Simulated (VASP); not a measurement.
# Ti3Sn (P6_3/mmc) in VASP: single point with LDA

Aim: the single point of Ti3Sn with LDA.

Program: VASP 6.6.1. These are calculated values, not measurements. Logs are shortened: lines on timing, memory, paths and dates and some standing lists are left out, and cuts for length are marked.

### Step 1. The cell of the first run

The structure is hexagonal, space group P6_3/mmc (No. 194). The conventional cell has a = 5.775 Å, b = 5.775 Å, c = 4.654 Å, α = 90.00°, β = 90.00°, γ = 120.00°. Ti (site symmetry mm2) has 8 Ti at 2.84 to 2.94 Å and 4 Sn at 2.88 to 2.89 Å within 3.7 Å. Within 3.8 Å of Sn (site symmetry -6m2) lie 12 Ti at 2.88 to 2.89 Å.

### Step 2. Single point, LDA

Contents of INCAR:

```
SYSTEM = Ti3Sn
  PREC = Accurate
  ENCUT = 520
  EDIFF = 1E-6
  ISMEAR = 0
  SIGMA = 0.1
  LREAL = .False.
  LASPH = .True.
  NELM = 100
  ALGO = Normal
  ISIF = 2
  LWAVE = .False.
  LCHARG = .False.
  NBANDS = 60
```

Contents of KPOINTS:

```
regular mesh
0
Gamma
  9 9 8
  0 0 0
```

Contents of POSCAR:

```
Ti3Sn
1.0
    5.7748443342      0.0000000000      0.0000000000
   -2.8874221671      5.0011618963      0.0000000000
    0.0000000000      0.0000000000      4.6543430538
Ti Sn
6 2
Direct
    0.1639097476      0.3278194952      0.7500000000
    0.6721805048      0.8360902524      0.7500000000
    0.1639097476      0.8360902524      0.7500000000
    0.8360902524      0.6721805048      0.2500000000
    0.3278194952      0.1639097476      0.2500000000
    0.8360902524      0.1639097476      0.2500000000
    0.6666666667      0.3333333333      0.7500000000
    0.3333333333      0.6666666667      0.2500000000
```

Potentials or basis: VASP PAW LDA potentials, release 64 (Ti_sv, Sn_d).

Started as:

```bash
cat potpaw_LDA.64/Ti_sv/POTCAR potpaw_LDA.64/Sn_d/POTCAR > POTCAR
mpirun -np 1 vasp_std > vasp.out
```

OUTCAR:

```text
SYSTEM = Ti3Sn
   PREC = Accurate
   ENCUT = 520
   EDIFF = 1E-6
   ISMEAR = 0
   LREAL = .False.
   LASPH = .True.
   NELM = 100
   ISIF = 2

 ion  position               nearest neighbor table
   1  0.164  0.328  0.750-   2 2.84   3 2.84   5 2.85   6 2.85   5 2.85   6 2.85   8 2.88   8 2.88
                             7 2.89   7 2.89
   2  0.672  0.836  0.750-   1 2.84   3 2.84   6 2.85   6 2.85   4 2.85   4 2.85   8 2.88   8 2.88
                             7 2.89   7 2.89
   3  0.164  0.836  0.750-   1 2.84   2 2.84   5 2.85   5 2.85   4 2.85   4 2.85   8 2.88   8 2.88
                             7 2.89   7 2.89
   4  0.836  0.672  0.250-   5 2.84   6 2.84   2 2.85   3 2.85   2 2.85   3 2.85   7 2.88   7 2.88
                             8 2.89   8 2.89
   5  0.328  0.164  0.250-   4 2.84   6 2.84   3 2.85   3 2.85   1 2.85   1 2.85   7 2.88   7 2.88
                             8 2.89   8 2.89
   6  0.836  0.164  0.250-   4 2.84   5 2.84   2 2.85   2 2.85   1 2.85   1 2.85   7 2.88   7 2.88
                             8 2.89   8 2.89
   7  0.667  0.333  0.750-   6 2.88   6 2.88   4 2.88   4 2.88   5 2.88   5 2.88   2 2.89   1 2.89
                             3 2.89   3 2.89   2 2.89   1 2.89
   8  0.333  0.667  0.250-   3 2.88   3 2.88   1 2.88   1 2.88   2 2.88   2 2.88   5 2.89   4 2.89
                             6 2.89   6 2.89   5 2.89   4 2.89

  LATTYP: Found a hexagonal cell.
 ALAT       =     5.7748443342
 C/A-ratio  =     0.8059685741

  Lattice vectors:

 A1 = (   5.7748443342,   0.0000000000,   0.0000000000)
 A2 = (  -2.8874221671,   5.0011618963,   0.0000000000)
 A3 = (   0.0000000000,   0.0000000000,   4.6543430538)

Analysis of symmetry for initial positions (statically):
=====================================================================
 Subroutine PRICEL returns:
 Original cell was already a primitive cell.

 Routine SETGRP: Setting up the symmetry group for a
 hexagonal supercell.

 Subroutine GETGRP returns: Found 24 space group operations
 (whereof 12 operations were pure point group operations)
 out of a pool of 24 trial point group operations.

The static configuration has the point symmetry D_3d.
 The point group associated with its full space group is D_6h.

Analysis of symmetry for dynamics (positions and initial velocities):
=====================================================================
 Subroutine PRICEL returns:
 Original cell was already a primitive cell.

 Routine SETGRP: Setting up the symmetry group for a
 hexagonal supercell.

 Subroutine GETGRP returns: Found 24 space group operations
 (whereof 12 operations were pure point group operations)
 out of a pool of 24 trial point group operations.

The dynamic configuration has the point symmetry D_3d.
 The point group associated with its full space group is D_6h.

 Subroutine INISYM returns: Found 24 space group operations
 (whereof 12 operations are pure point group operations),
 and found     1 'primitive' translations

----------------------------------------------------------------------------------------

                                     Primitive cell

  volume of cell :     134.4218

  direct lattice vectors                    reciprocal lattice vectors
     5.774844334  0.000000000  0.000000000     0.173164841  0.099976767  0.000000000
    -2.887422167  5.001161896  0.000000000     0.000000000  0.199953535  0.000000000
     0.000000000  0.000000000  4.654343054     0.000000000  0.000000000  0.214853093

  length of vectors
     5.774844334  5.774844334  4.654343054     0.199953535  0.199953535  0.214853093

  position of ions in fractional coordinates (direct lattice)
     0.163909748  0.327819495  0.750000000
     0.672180505  0.836090252  0.750000000
     0.163909748  0.836090252  0.750000000
     0.836090252  0.672180505  0.250000000
     0.327819495  0.163909748  0.250000000
     0.836090252  0.163909748  0.250000000
     0.666666667  0.333333333  0.750000000
     0.333333333  0.666666667  0.250000000

  ion indices of the primitive-cell ions
   primitive index   ion index
                 1           1
                 2           2
                 3           3
                 4           4
                 5           5
                 6           6
                 7           7
                 8           8

----------------------------------------------------------------------------------------

 KPOINTS: regular mesh

Automatic generation of k-mesh.
 Grid dimensions read from file:
 generate k-points for:    9    9    8

 Generating k-lattice:

  Cartesian coordinates                     Fractional coordinates (reciprocal lattice)
     0.019240538  0.011108530  0.000000000     0.111111111  0.000000000  0.000000000
     0.000000000  0.022217059  0.000000000     0.000000000  0.111111111  0.000000000
     0.000000000  0.000000000  0.026856637     0.000000000  0.000000000  0.125000000

  Length of vectors
     0.022217059  0.022217059  0.026856637

  Shift w.r.t. Gamma in fractional coordinates (k-lattice)
     0.000000000  0.000000000  0.000000000

 Subroutine IBZKPT returns following result:
 ===========================================

 Found     60 irreducible k-points:

 Following reciprocal coordinates:
            Coordinates               Weight
  0.000000  0.000000  0.000000      1.000000
  0.111111 -0.000000  0.000000      6.000000
  0.222222  0.000000  0.000000      6.000000
  0.333333  0.000000  0.000000      6.000000
  0.444444  0.000000  0.000000      6.000000
  0.111111  0.111111  0.000000      6.000000
[... 16 lines left out ...]
  0.333333  0.222222  0.125000     24.000000
  0.333333  0.333333  0.125000      4.000000
 [... further k-points ...]
   k-points           NKPTS =     60   k-points in BZ     NKDIM =     60   number of bands    NBANDS=     60
   number of dos      NEDOS =    301   number of ions     NIONS =      8
   total plane-waves  NPLWV =  82944
   dimension x,y,z NGX =    48 NGY =   48 NGZ =   36
   dimension x,y,z NGXF=    96 NGYF=   96 NGZF=   72
   ions per type =               6   2
   NGX,Y,Z   is equivalent  to a cutoff of  13.82, 13.82, 12.86 a.u.
   NGXF,Y,Z  is equivalent  to a cutoff of  27.64, 27.64, 25.72 a.u.
 SYSTEM =  Ti3Sn
   PREC   = accura    normal or accurate (medium, high low for compatibility)
   ISTART =      0    job   : 0-new  1-cont  2-samecut
   ICHARG =      2    charge: 1-file 2-atom 10-const
   ISPIN  =      1    spin polarized calculation?
   LNONCOLLINEAR =      F non collinear calculations
   LSORBIT =      F    spin-orbit coupling
   LASPH  =      T    aspherical Exc in radial PAW
   ENCUT  =  520.0 eV  38.22 Ry    6.18 a.u.  10.74 10.74  8.65*2*pi/ulx,y,z
   NELM   =    100;   NELMIN=  2; NELMDL= -5     # of ELM steps
   EDIFF  = 0.1E-05   stopping-criterion for ELM
   LREAL  =      F    real-space projection
[... 7 lines left out ...]
   TEBEG  =    0.0;   TEEND  =   0.0 temperature during run
   PSTRESS=    0.0 pullay stress
   NELECT =     100.0000    total number of electrons
   NUPDOWN=      -1.0000    fix difference up-down
   EMIN   =  10.00;   EMAX   =-10.00  energy-range for DOS
   EFERMI =   0.00;   METHOD = LEGACY
   ISMEAR =     0;   SIGMA  =   0.10  broadening in eV -4-tet -1-fermi 0-gaus
   EFERMI_NEDOS =   21; number of points for ismear=-14 and -15
   IALGO  =     38    algorithm
   IMIX   =      4    mixing-type and parameters
     AMIX     =   0.40;   BMIX     =  1.00
     AMIX_MAG =   1.60;   BMIX_MAG =  1.00
  volume/ion in A,a.u.               =      16.80       113.39
  Fermi-wavevector in a.u.,A,eV,Ry     =   1.483377  2.803177 29.938372  2.200408
  Thomas-Fermi vector in A             =   2.597046
   LORBIT       =      0    0 simple, 1 ext, 2 COOP (PROOUT), +10 PAW based schemes
   GGA     = CA    functional components
   LHFCALC =     F    Hartree Fock is set to
   AEXX    =    0.0000 exact exchange contribution
   IVDW    =     0    specifies the selected vdW correction
   LEPSILON=     F    determine dielectric tensor
   LRPA    =     F    only Hartree local field effects (RPA)
 non-spin polarized calculation
 Gauss-broadening in eV      SIGMA  =   0.10
  energy-cutoff  :      520.00
  volume of cell :      134.42
 maximum number of plane-waves:      3665
 NGX is ok and might be reduce to    48
   NGX = 21   NGY = 21   NGZ = 17

 number of electron     100.0000000 magnetization

 Free energy of the ion-electron system (eV)
  ---------------------------------------------------
  ext. energy  EPLUGINS =         0.00000000
  ---------------------------------------------------
  free energy    TOTEN  =       -63.18093210 eV

  energy without entropy =      -63.13821725  energy(sigma->0) =      -63.15957467

 E-fermi :   9.9559     XC(G=0): -12.2302

 val. band max:        9.9398437409   @ k =   0.0000   0.0000   0.3750
 cond. band min:       9.9633470587   @ k =   0.2222   0.1111   0.2500
 fundamental gap:      0.0235033178
 Fermi energy:         9.9558999060

 k-point     1 :       0.0000    0.0000    0.0000
  band No.  band energies     occupation
      1     -46.0768      2.00000
      2     -45.9758      2.00000
      3     -45.9758      2.00000
      4     -45.9641      2.00000
      5     -45.9214      2.00000
      6     -45.9214      2.00000
[... 52 lines left out ...]
     59      11.9807      0.00000
     60      12.0181      0.00000

 k-point     2 :       0.1111   -0.0000    0.0000
  band No.  band energies     occupation
      1     -46.0745      2.00000
      2     -45.9782      2.00000
      3     -45.9759      2.00000
      4     -45.9630      2.00000
      5     -45.9224      2.00000
      6     -45.9213      2.00000
[... 52 lines left out ...]
     59      11.9939      0.00000
     60      12.1013      0.00000

 k-point     3 :       0.2222    0.0000    0.0000
  band No.  band energies     occupation
      1     -46.0683      2.00000
      2     -45.9852      2.00000
      3     -45.9760      2.00000
      4     -45.9594      2.00000
      5     -45.9254      2.00000
      6     -45.9212      2.00000
[... 1312 lines left out ...]
     59      11.7819      0.00000
     60      11.9130      0.00000

 k-point    24 :       0.3333    0.3333    0.1250
  band No.  band energies     occupation
      1     -46.0423      2.00000
      2     -45.9934      2.00000
      3     -45.9934      2.00000
      4     -45.9392      2.00000
      5     -45.9337      2.00000
      6     -45.9337      2.00000
[... 52 lines left out ...]
     59      11.7475      0.00000
     60      12.0283      0.00000

 [... further k-points ...]
[... 5 lines left out ...]
  --------------------------------------------------------------------------------------
  -------------------------------------------------------------------------------------
  Total        0.0830840      0.0830840      0.0874284      0.0000000      0.0000000      0.0000000
  in kB        0.9902807      0.9902807      1.0420623      0.0000000      0.0000000      0.0000000
  external PRESSURE =       1.0075413 kB  Pullay stress =       0.0000000 kB

 VOLUME and BASIS-vectors are now :
 -----------------------------------------------------------------------------
  energy-cutoff  :      520.00
  volume of cell :      134.42
      direct lattice vectors                 reciprocal lattice vectors
     5.774844334  0.000000000  0.000000000     0.173164841  0.099976767  0.000000000
    -2.887422167  5.001161896  0.000000000     0.000000000  0.199953535  0.000000000
     0.000000000  0.000000000  4.654343054     0.000000000  0.000000000  0.214853093

 POSITION                                       TOTAL-FORCE (eV/Angst)
 -----------------------------------------------------------------------------------
      0.00000      1.63948      3.49076         0.000000     -0.009041     -0.000000
      1.46759      4.18142      3.49076         0.007830      0.004521     -0.000000
     -1.46759      4.18142      3.49076        -0.007830      0.004521     -0.000000
      2.88742      3.36168      1.16359         0.000000      0.009041      0.000000
      1.41983      0.81974      1.16359        -0.007830     -0.004521      0.000000
      4.35501      0.81974      1.16359         0.007830     -0.004521      0.000000
      2.88742      1.66705      3.49076        -0.000000     -0.000000     -0.000000
     -0.00000      3.33411      1.16359        -0.000000     -0.000000     -0.000000
 -----------------------------------------------------------------------------------
    total drift:                               -0.000001      0.000000     -0.000000

  FREE ENERGIE OF THE ION-ELECTRON SYSTEM (eV)
  ---------------------------------------------------
  free  energy   TOTEN  =       -63.1809320960 eV

  energy  without entropy=      -63.1382172516  energy(sigma->0) =      -63.15957467
```

Wall time 10 min (1 thread of AMD EPYC 9R45 (Zen 5), shared host); peak memory 0.43 GiB.

Results:

* Free energy: -63.1809 eV
* Pressure: 0.1 GPa
* Largest force: 0.009 eV/Å
* Band gap on the k mesh: zero (band 50 reaches 10.25 eV, above the bottom of band 51 at 9.77 eV)

Forces on the atoms (eV/Å):
```
Ti   0.000 -0.009  0.000
Ti   0.008  0.005  0.000
Ti  -0.008  0.005  0.000
Ti   0.000  0.009  0.000
Ti  -0.008 -0.005  0.000
Ti   0.008 -0.005  0.000
Sn   0.000  0.000  0.000
Sn   0.000  0.000  0.000
```

Levels at points of the mesh, in eV from the Fermi level:
```csv
k point,band 48,band 49,band 50,band 51,band 52,band 53
"(0.00, 0.00, 0.00)",-1.04,-0.87,-0.44,0.37,0.45,0.45
"(0.00, 0.00, 0.50)",-0.98,-0.47,-0.47,-0.18,-0.18,-0.18
```

Caveat: spin-orbit coupling is left out, which moves the levels of the heavy elements.
